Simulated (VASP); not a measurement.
Write the native input for VASP 6.6.1 that does the following.

| Quantity | Value |
| --- | --- |
| Task | single point |
| Functional | LDA |
| Potentials or basis | VASP PAW LDA potentials, release 64 (Si, C) |
| Cutoff | 520 eV |
| k mesh | 8 × 8 × 8 |
| Occupations | gaussian, width 0.01 eV |
| Spin | no spin polarisation |
| Dipole correction | no |
| Further INCAR settings | ALGO = Normal; EDIFF = 1e-06; NBANDS = 11 |

The structure of SiC lies in POSCAR:

```
SiC
1.0
    0.0000000000      2.1644853731      2.1644853731
    2.1644853731      0.0000000000      2.1644853731
    2.1644853731      2.1644853731      0.0000000000
Si C
1 1
Direct
    0.0023100179      0.0023100179      0.0023100179
    0.7500000000      0.7500000000      0.7500000000
```

This cell differs from its parent crystal: atom 1 moved by [0.01, 0.01, 0.01] A.

One way to write it, as run:

INCAR

```
SYSTEM = SiC
ALGO = Normal
EDIFF = 1E-6
ENCUT = 520
ISIF = 2
ISMEAR = 0
LASPH = .TRUE.
LCHARG = .TRUE.
LELF = .TRUE.
LREAL = .FALSE.
LVHAR = .TRUE.
LWAVE = .FALSE.
NBANDS = 11
NELM = 80
PREC = Accurate
SIGMA = 0.01
```

KPOINTS

```
k-points
0
G
  8 8 8
  0 0 0
```

Potentials or basis: VASP PAW LDA potentials, release 64 (Si, C).

Run with:

```bash
$ cat potpaw_LDA.64/Si/POTCAR potpaw_LDA.64/C/POTCAR > POTCAR
$ mpirun -np 1 vasp_std > vasp.out
```

It gave:

```yaml
Pressure: 0.5 GPa
Largest_force: 0.329 eV/Å
Band_gap_on_the_k_mesh: 1.19 eV, indirect (least direct gap 4.49 eV)
```

Caveat: the cell differs from its parent crystal (atom 1 moved by [0.01, 0.01, 0.01] A).

Run time: 8.3 s on 1 thread of Intel(R) Xeon(R) Platinum 8259CL CPU @ 2.50GHz (Skylake/Cascade Lake), on a shared host, peak memory 0.12 GiB.
